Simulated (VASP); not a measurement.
# Cs2AgBiBr6 (Fm-3m) in VASP: a series of runs

Cs2AgBiBr6 is run at these levels: PBE; tasks: single point.

Program: VASP 6.6.1. These are calculated values, not measurements. Logs are shortened: lines on timing, memory, paths and dates and some standing lists are left out, and cuts for length are marked.

### Step 1. The cell of the first run

The structure is cubic, space group Fm-3m (No. 225). Conventional cell: a = 11.359 Å, b = 11.359 Å, c = 11.359 Å, α = 90.00°, β = 90.00°, γ = 90.00°. Cs (site symmetry -43m) has 12 Br at 4.02 Å and 4 Ag at 4.92 Å and 4 Bi at 4.92 Å within 5.3 Å. Within 3.7 Å of Ag (site symmetry m-3m) lie 6 Br at 2.82 Å. Bi (site symmetry m-3m) has 6 Br at 2.86 Å within 3.8 Å. Br (site symmetry 4mm) has 1 Ag at 2.82 Å and 1 Bi at 2.86 Å within 3.7 Å.

### Step 2. Single point, PBE (36.64 Å³/atom)

File INCAR:

```
ALGO     = Normal         # electronic algorithm
EDIFF    = 1E-6           # SCF threshold, eV
ENCUT    = 520            # plane-wave cutoff, eV
GGA      = PE             # functional
ISIF     = 2              # what is computed and relaxed
ISMEAR   = 0              # smearing method
LASPH    = T              # aspherical terms in the spheres
LCHARG   = F              # write CHGCAR
LREAL    = F              # projectors in reciprocal space
LWAVE    = F              # write WAVECAR
NBANDS   = 54             # bands
NELM     = 60             # most SCF steps
PREC     = Accurate       # precision mode
SIGMA    = 0.01           # smearing width, eV
```

File KPOINTS:

```
k-points
0
Gamma
  4 4 4
```

File POSCAR:

```
Cs2AgBiBr6
1.0
    0.0000000000      5.6794121473      5.6794121473
    5.6794121473      0.0000000000      5.6794121473
    5.6794121473      5.6794121473      0.0000000000
Cs Ag Bi Br
2 1 1 6
Direct
    0.2500000000      0.2500000000      0.2500000000
    0.7500000000      0.7500000000      0.7500000000
    0.0000000000      0.0000000000      0.0000000000
    0.5000000000      0.5000000000      0.5000000000
    0.2486135607      0.7513864393      0.7513864393
    0.2486135607      0.7513864393      0.2486135607
    0.7513864393      0.2486135607      0.7513864393
    0.7513864393      0.2486135607      0.2486135607
    0.7513864393      0.7513864393      0.2486135607
    0.2486135607      0.2486135607      0.7513864393
```

Potentials or basis: VASP PAW PBE potentials, release 64 (Cs_sv, Ag, Bi_d, Br).

Started as:

```sh
$ cat potpaw_PBE.64/Cs_sv/POTCAR potpaw_PBE.64/Ag/POTCAR potpaw_PBE.64/Bi_d/POTCAR potpaw_PBE.64/Br/POTCAR > POTCAR
$ mpirun -np 1 vasp_std > vasp.out
```

OUTCAR:

```text
EDIFF = 1E-6
   ENCUT = 520
   GGA = PE
   ISIF = 2
   ISMEAR = 0
   LASPH = T
   LREAL = F
   NELM = 60
   PREC = Accurate

 ion  position               nearest neighbor table
   1  0.250  0.250  0.250-
   2  0.750  0.750  0.750-
   3  0.000  0.000  0.000-   5 2.82   6 2.82   7 2.82   8 2.82   9 2.82  10 2.82
   4  0.500  0.500  0.500-   5 2.86   6 2.86   7 2.86   8 2.86   9 2.86  10 2.86
   5  0.249  0.751  0.751-   3 2.82   4 2.86
   6  0.249  0.751  0.249-   3 2.82   4 2.86
   7  0.751  0.249  0.751-   3 2.82   4 2.86
   8  0.751  0.249  0.249-   3 2.82   4 2.86
   9  0.751  0.751  0.249-   3 2.82   4 2.86
  10  0.249  0.249  0.751-   3 2.82   4 2.86

  LATTYP: Found a face centered cubic cell.
 ALAT       =    11.3588242946

  Lattice vectors:

 A1 = (   0.0000000000,   5.6794121473,   5.6794121473)
 A2 = (   5.6794121473,   0.0000000000,   5.6794121473)
 A3 = (   5.6794121473,   5.6794121473,   0.0000000000)

Analysis of symmetry for initial positions (statically):
=====================================================================
 Subroutine PRICEL returns:
 Original cell was already a primitive cell.

 Routine SETGRP: Setting up the symmetry group for a
 face centered cubic supercell.

 Subroutine GETGRP returns: Found 48 space group operations
 (whereof 48 operations were pure point group operations)
 out of a pool of 48 trial point group operations.

The static configuration has the point symmetry O_h .

Analysis of symmetry for dynamics (positions and initial velocities):
=====================================================================
 Subroutine PRICEL returns:
 Original cell was already a primitive cell.

 Routine SETGRP: Setting up the symmetry group for a
 face centered cubic supercell.

 Subroutine GETGRP returns: Found 48 space group operations
 (whereof 48 operations were pure point group operations)
 out of a pool of 48 trial point group operations.

The dynamic configuration has the point symmetry O_h .

 Subroutine INISYM returns: Found 48 space group operations
 (whereof 48 operations are pure point group operations),
 and found     1 'primitive' translations

----------------------------------------------------------------------------------------

                                     Primitive cell

  volume of cell :     366.3871

  direct lattice vectors                    reciprocal lattice vectors
     0.000000000  5.679412147  5.679412147    -0.088037280  0.088037280  0.088037280
     5.679412147  0.000000000  5.679412147     0.088037280 -0.088037280  0.088037280
     5.679412147  5.679412147  0.000000000     0.088037280  0.088037280 -0.088037280

  length of vectors
     8.031901685  8.031901685  8.031901685     0.152485043  0.152485043  0.152485043

  position of ions in fractional coordinates (direct lattice)
     0.250000000  0.250000000  0.250000000
     0.750000000  0.750000000  0.750000000
     0.000000000  0.000000000  0.000000000
     0.500000000  0.500000000  0.500000000
     0.248613561  0.751386439  0.751386439
     0.248613561  0.751386439  0.248613561
     0.751386439  0.248613561  0.751386439
     0.751386439  0.248613561  0.248613561
     0.751386439  0.751386439  0.248613561
     0.248613561  0.248613561  0.751386439

  ion indices of the primitive-cell ions
   primitive index   ion index
                 1           1
                 2           2
                 3           3
                 4           4
                 5           5
                 6           6
                 7           7
                 8           8
                 9           9
                10          10

----------------------------------------------------------------------------------------

 KPOINTS: k-points

Automatic generation of k-mesh.
 Grid dimensions read from file:
 generate k-points for:    4    4    4

 Generating k-lattice:

  Cartesian coordinates                     Fractional coordinates (reciprocal lattice)
    -0.022009320  0.022009320  0.022009320     0.250000000  0.000000000  0.000000000
     0.022009320 -0.022009320  0.022009320     0.000000000  0.250000000  0.000000000
     0.022009320  0.022009320 -0.022009320     0.000000000  0.000000000  0.250000000

  Length of vectors
     0.038121261  0.038121261  0.038121261

  Shift w.r.t. Gamma in fractional coordinates (k-lattice)
     0.000000000  0.000000000  0.000000000

 Subroutine IBZKPT returns following result:
 ===========================================

 Found      8 irreducible k-points:

 Following reciprocal coordinates:
            Coordinates               Weight
  0.000000  0.000000  0.000000      1.000000
  0.250000  0.000000  0.000000      8.000000
  0.500000  0.000000  0.000000      4.000000
  0.250000  0.250000  0.000000      6.000000
  0.500000  0.250000  0.000000     24.000000
 -0.250000  0.250000  0.000000     12.000000
  0.500000  0.500000  0.000000      3.000000
 -0.250000  0.500000  0.250000      6.000000
   k-points           NKPTS =      8   k-points in BZ     NKDIM =      8   number of bands    NBANDS=     54
   number of dos      NEDOS =    301   number of ions     NIONS =     10
   total plane-waves  NPLWV = 216000
   dimension x,y,z NGX =    60 NGY =   60 NGZ =   60
   dimension x,y,z NGXF=   120 NGYF=  120 NGZF=  120
   ions per type =               2   1   1   6
   NGX,Y,Z   is equivalent  to a cutoff of  12.42, 12.42, 12.42 a.u.
   NGXF,Y,Z  is equivalent  to a cutoff of  24.84, 24.84, 24.84 a.u.
 SYSTEM =  unknown system
   PREC   = accura    normal or accurate (medium, high low for compatibility)
   ISTART =      0    job   : 0-new  1-cont  2-samecut
   ICHARG =      2    charge: 1-file 2-atom 10-const
   ISPIN  =      1    spin polarized calculation?
   LNONCOLLINEAR =      F non collinear calculations
   LSORBIT =      F    spin-orbit coupling
   LASPH  =      T    aspherical Exc in radial PAW
   ENCUT  =  520.0 eV  38.22 Ry    6.18 a.u.  14.93 14.93 14.93*2*pi/ulx,y,z
   NELM   =     60;   NELMIN=  2; NELMDL= -5     # of ELM steps
   EDIFF  = 0.1E-05   stopping-criterion for ELM
   LREAL  =      F    real-space projection
   EDIFFG = 0.1E-04   stopping-criterion for IOM
   NSW    =      0    number of steps for IOM
   IBRION =     -1    ionic relax: 0-MD 1-quasi-New 2-CG
   NFREE  =      0    steps in history (QN), initial steepest desc. (CG)
   ISIF   =      2    stress and relaxation
   ISYM   =      2    0-nonsym 1-usesym 2-fastsym
   POTIM  = 0.5000    time-step for ionic-motion
   TEBEG  =    0.0;   TEEND  =   0.0 temperature during run
   PSTRESS=    0.0 pullay stress
   NELECT =      86.0000    total number of electrons
   NUPDOWN=      -1.0000    fix difference up-down
   EMIN   =  10.00;   EMAX   =-10.00  energy-range for DOS
   EFERMI =   0.00;   METHOD = LEGACY
   ISMEAR =     0;   SIGMA  =   0.01  broadening in eV -4-tet -1-fermi 0-gaus
   EFERMI_NEDOS =   21; number of points for ismear=-14 and -15
   IALGO  =     38    algorithm
   IMIX   =      4    mixing-type and parameters
     AMIX     =   0.40;   BMIX     =  1.00
     AMIX_MAG =   1.60;   BMIX_MAG =  1.00
  volume/ion in A,a.u.               =      36.64       247.25
  Fermi-wavevector in a.u.,A,eV,Ry     =   1.009859  1.908358 13.875440  1.019816
  Thomas-Fermi vector in A             =   2.142813
   LORBIT       =      0    0 simple, 1 ext, 2 COOP (PROOUT), +10 PAW based schemes
   GGA     = PE    functional components
   LHFCALC =     F    Hartree Fock is set to
   AEXX    =    0.0000 exact exchange contribution
   IVDW    =     0    specifies the selected vdW correction
   LEPSILON=     F    determine dielectric tensor
   LRPA    =     F    only Hartree local field effects (RPA)
 non-spin polarized calculation
 Gauss-broadening in eV      SIGMA  =   0.01
  energy-cutoff  :      520.00
  volume of cell :      366.39
 maximum number of plane-waves:      9922
   NGX = 29   NGY = 29   NGZ = 29

 number of electron      86.0000000 magnetization

 Free energy of the ion-electron system (eV)
  ---------------------------------------------------
  ext. energy  EPLUGINS =         0.00000000
  ---------------------------------------------------
  free energy    TOTEN  =       -29.58787336 eV

  energy without entropy =      -29.58787336  energy(sigma->0) =      -29.58787336

 E-fermi :   1.1393     XC(G=0):  -8.0186

 val. band max:        1.0880585602   @ k =   0.5000   0.5000   0.0000
 cond. band min:       2.3829145372   @ k =   0.5000   0.0000   0.0000
 fundamental gap:      1.2948559769
 Fermi energy:         1.1393419475

 k-point     1 :       0.0000    0.0000    0.0000
  band No.  band energies     occupation
      1     -21.9742      2.00000
      2     -21.9742      2.00000
      3     -21.9441      2.00000
      4     -21.9441      2.00000
      5     -21.9441      2.00000
      6     -19.6208      2.00000
[... 46 lines left out ...]
     53       6.6123      0.00000
     54       6.6123      0.00000

 k-point     2 :       0.2500    0.0000    0.0000
  band No.  band energies     occupation
      1     -21.9742      2.00000
      2     -21.9742      2.00000
      3     -21.9441      2.00000
      4     -21.9441      2.00000
      5     -21.9441      2.00000
      6     -19.6199      2.00000
[... 46 lines left out ...]
     53       6.8774      0.00000
     54       6.9244      0.00000
[... 283 lines left out ...]
     53       7.4481      0.00000
     54       7.7794      0.00000

 k-point     8 :      -0.2500    0.5000    0.2500
  band No.  band energies     occupation
      1     -21.9742      2.00000
      2     -21.9742      2.00000
      3     -21.9441      2.00000
      4     -21.9441      2.00000
      5     -21.9441      2.00000
      6     -19.6178      2.00000
[... 46 lines left out ...]
     53       7.2044      0.00000
     54       7.5320      0.00000

------------------------ aborting loop because EDIFF is reached ----------------------------------------

  FORCE on cell =-STRESS in cart. coord.  units (eV):
  Direction    XX          YY          ZZ          XY          YZ          ZX
  --------------------------------------------------------------------------------------
  -------------------------------------------------------------------------------------
  Total        1.7903260      1.7903260      1.7903260     -0.0000000     -0.0000000      0.0000000
  in kB        7.8289323      7.8289323      7.8289323     -0.0000000     -0.0000000      0.0000000
  external PRESSURE =       7.8289323 kB  Pullay stress =       0.0000000 kB

 VOLUME and BASIS-vectors are now :
 -----------------------------------------------------------------------------
  energy-cutoff  :      520.00
  volume of cell :      366.39
      direct lattice vectors                 reciprocal lattice vectors
     0.000000000  5.679412147  5.679412147    -0.088037280  0.088037280  0.088037280
     5.679412147  0.000000000  5.679412147     0.088037280 -0.088037280  0.088037280
     5.679412147  5.679412147  0.000000000     0.088037280  0.088037280 -0.088037280

 POSITION                                       TOTAL-FORCE (eV/Angst)
 -----------------------------------------------------------------------------------
      2.83971      2.83971      2.83971        -0.000000     -0.000000      0.000000
      8.51912      8.51912      8.51912         0.000000     -0.000000      0.000000
      0.00000      0.00000      0.00000         0.000000     -0.000000      0.000000
      5.67941      5.67941      5.67941        -0.000000     -0.000000      0.000000
      8.53487      5.67941      5.67941         0.094141     -0.000000      0.000000
      5.67941      2.82396      5.67941         0.000000     -0.094141      0.000000
      5.67941      8.53487      5.67941         0.000000      0.094141      0.000000
      2.82396      5.67941      5.67941        -0.094141     -0.000000      0.000000
      5.67941      5.67941      8.53487         0.000000     -0.000000      0.094141
      5.67941      5.67941      2.82396         0.000000     -0.000000     -0.094141
 -----------------------------------------------------------------------------------
    total drift:                                0.000000     -0.000000      0.000000

  FREE ENERGIE OF THE ION-ELECTRON SYSTEM (eV)
  ---------------------------------------------------
  free  energy   TOTEN  =       -29.5878733639 eV

  energy  without entropy=      -29.5878733639  energy(sigma->0) =      -29.58787336
```

Wall time 4.5 min (1 thread of Intel Xeon Platinum 8259CL at 2.50GHz (Skylake/Cascade Lake), shared host); peak memory 0.6 GiB.

What came out:

- Free energy: -29.5879 eV
- Pressure: 0.8 GPa
- Largest force: 0.094 eV/Å
- Band gap on the k mesh: 1.29 eV (least direct gap 2.44 eV)

Forces in eV/Å, atoms in the order of the input:
```
Cs   0.000  0.000  0.000
Cs   0.000  0.000  0.000
Ag   0.000  0.000  0.000
Bi   0.000  0.000  0.000
Br   0.094  0.000  0.000
Br   0.000 -0.094  0.000
Br   0.000  0.094  0.000
Br  -0.094  0.000  0.000
Br   0.000  0.000  0.094
Br   0.000  0.000 -0.094
```

Caveat: spin-orbit coupling is left out, which moves the levels of the heavy elements.

### Step 3. Single point, PBE

This run uses another cell than the first one, of 37.77 Å³/atom.

File INCAR:

```
PREC = Accurate
ENCUT = 520
EDIFF = 1E-6
ISMEAR = 0
SIGMA = 0.01
LREAL = F
LASPH = T
NELM = 80
ALGO = Normal
ISIF = 2
LWAVE = F
LCHARG = F
GGA = PE
NBANDS = 54
```

File KPOINTS:

```
regular mesh
0
Gamma
  4 4 4
```

Edit POSCAR of step 2 so:

```diff
@@ -2,5 +2,5 @@
 1.0
-    0.0000000000      5.6794121473      5.6794121473
-    5.6794121473      0.0000000000      5.6794121473
-    5.6794121473      5.6794121473      0.0000000000
+    0.0000000000      5.7373693355      5.7373693355
+    5.7373693355      0.0000000000      5.7373693355
+    5.7373693355      5.7373693355      0.0000000000
 Cs Ag Bi Br
```

Potentials or basis: VASP PAW PBE potentials, release 64 (Cs_sv, Ag, Bi_d, Br).

Started as:

```sh
$ cat potpaw_PBE.64/Cs_sv/POTCAR potpaw_PBE.64/Ag/POTCAR potpaw_PBE.64/Bi_d/POTCAR potpaw_PBE.64/Br/POTCAR > POTCAR
$ mpirun -np 1 vasp_std > vasp.out
```

It took 4.6 min on 1 thread of Intel Xeon Platinum 8259CL at 2.50GHz (Skylake/Cascade Lake), shared host; peak memory 0.6 GiB.

It converged, with:

- Free energy: -29.6164 eV
- Pressure: 0.0 GPa
- Band gap on the k mesh: 1.33 eV (least direct gap 2.38 eV)

Forces on the atoms (eV/Å):
```
Cs   0.000  0.000  0.000
Cs   0.000  0.000  0.000
Ag   0.000  0.000  0.000
Bi   0.000  0.000  0.000
Br   0.003  0.000  0.000
Br   0.000 -0.003  0.000
Br   0.000  0.003  0.000
Br  -0.003  0.000  0.000
Br   0.000  0.000  0.003
Br   0.000  0.000 -0.003
```

Levels at points of the mesh, in eV from the valence-band top:
```csv
k point,band 39,band 40,band 41,band 42,band 43,band 44,band 45,band 46,band 47,band 48
"(0.00, 0.00, 0.00)",-0.99,-0.99,-0.99,-0.56,-0.56,2.33,2.33,2.33,3.71,4.81
"(0.50, 0.00, 0.00)",-1.27,-1.26,-1.26,-1.05,-1.05,1.33,3.54,3.54,5.05,5.22
"(0.50, 0.50, 0.00)",-1.33,-1.33,-1.00,-0.56,0.00,2.76,2.76,3.08,4.29,5.35
```

Caveat: spin-orbit coupling is left out, which moves the levels of the heavy elements.

### Step 4. Single point, PBE (38.91 Å³/atom)

This run uses another cell than the first one, of 38.91 Å³/atom.

File INCAR:

```
PREC     = Accurate       # precision mode
ENCUT    = 520            # plane-wave cutoff, eV
EDIFF    = 1E-7           # SCF threshold, eV
ISMEAR   = 0              # smearing method
SIGMA    = 0.01           # smearing width, eV
LREAL    = F              # projectors in reciprocal space
LASPH    = T              # aspherical terms in the spheres
NELM     = 80             # most SCF steps
ALGO     = Normal         # electronic algorithm
ISIF     = 2              # what is computed and relaxed
LWAVE    = F              # write WAVECAR
LCHARG   = F              # write CHGCAR
GGA      = PE             # functional
NBANDS   = 54             # bands
```

KPOINTS is that of step 3.

Edit POSCAR of step 3 so:

```diff
@@ -2,5 +2,5 @@
 1.0
-    0.0000000000      5.7373693355      5.7373693355
-    5.7373693355      0.0000000000      5.7373693355
-    5.7373693355      5.7373693355      0.0000000000
+    0.0000000000      5.7941786670      5.7941786670
+    5.7941786670      0.0000000000      5.7941786670
+    5.7941786670      5.7941786670      0.0000000000
 Cs Ag Bi Br
```

Started as:

```sh
$ cat potpaw_PBE.64/Cs_sv/POTCAR potpaw_PBE.64/Ag/POTCAR potpaw_PBE.64/Bi_d/POTCAR potpaw_PBE.64/Br/POTCAR > POTCAR
$ mpirun -np 1 vasp_std > vasp.out
```

Run time: 5.4 min. Hardware: 1 thread of Intel Xeon Platinum 8259CL at 2.50GHz (Skylake/Cascade Lake), shared host; peak memory 0.63 GiB.

The run converged. Its results:

```
Free energy            : -29.5949 eV
Pressure               : -0.6 GPa
Largest force          : 0.080 eV/Å
Band gap on the k mesh : 1.35 eV (least direct gap 2.31 eV)
```

Forces in eV/Å, atoms in the order of the input:
```
Cs   0.000  0.000  0.000
Cs   0.000  0.000  0.000
Ag   0.000  0.000  0.000
Bi   0.000  0.000  0.000
Br  -0.080  0.000  0.000
Br   0.000  0.080  0.000
Br   0.000 -0.080  0.000
Br   0.080  0.000  0.000
Br   0.000  0.000 -0.080
Br   0.000  0.000  0.080
```

Levels at points of the mesh, in eV from the valence-band top:
| k point | band 41 | band 42 | band 43 | band 44 | band 45 | band 46 |
| --- | --- | --- | --- | --- | --- | --- |
| (0.00, 0.00, 0.00) | -0.88 | -0.51 | -0.51 | 2.35 | 2.35 | 2.35 |
| (0.50, 0.00, 0.00) | -1.14 | -0.96 | -0.96 | 1.35 | 3.47 | 3.47 |
| (0.50, 0.50, 0.00) | -0.89 | -0.51 | 0.00 | 2.75 | 2.75 | 3.04 |

Caveat: spin-orbit coupling is left out, which moves the levels of the heavy elements. A k mesh can miss the band edges.

### Step 5. The runs side by side

```tsv
cell	gap on the mesh (eV)	pressure (GPa)	largest force (eV/Å)
a = 8.032 Å, angles 60.0°, 10 atoms	1.29	0.8	0.09
a = 8.114 Å, angles 60.0°, 10 atoms	1.33	0.0	-
a = 8.194 Å, angles 60.0°, 10 atoms	1.35	-0.6	0.08
```

Alike in all rows: task single point; level PBE; potentials or basis VASP PAW PBE potentials, release 64 (Cs_sv, Ag, Bi_d, Br); no spin polarisation; k mesh 4 × 4 × 4; cutoff (eV) 520; smearing gaussian 0.01 eV.

Caveats: spin-orbit coupling is left out, which moves the levels of the heavy elements.

Total energies depend on the potentials used, so only differences within one code and one set of settings carry meaning.
